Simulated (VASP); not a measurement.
Pd:

```
Pd
1.0
     2.83826    0.00000    0.00000
    -1.41913    2.45801    0.00000
     0.00000    0.00000    4.71968
Pd
2
Direct
  0.33333 0.66667 0.25000
  0.66667 0.33333 0.75000
```

This cell differs from its parent crystal: volume scaled by 1.06.

Base run:

```yaml
Program: VASP 6.6.1
Functional: PBEsol
Potentials_or_basis: VASP PAW PBE potentials, release 64 (Pd)
Cutoff: 520 eV
k_mesh: 11 × 11 × 6
Occupations: fermi-dirac, width 0.05 eV
Spin: no spin polarisation
```

Its results: band gap on the k mesh zero (band 10 reaches 8.00 eV, above the bottom of band 11 at 7.28 eV); pressure -17.4 GPa.

The run is repeated on the same cell with these changes: functional from PBEsol to r2SCAN. What comes out?

Band gap on the k mesh zero (band 10 reaches 8.02 eV, above the bottom of band 11 at 7.26 eV); pressure -12.6 GPa.

Caveats: the PAW data sets were made with another functional, which shifts forces and pressure a little.
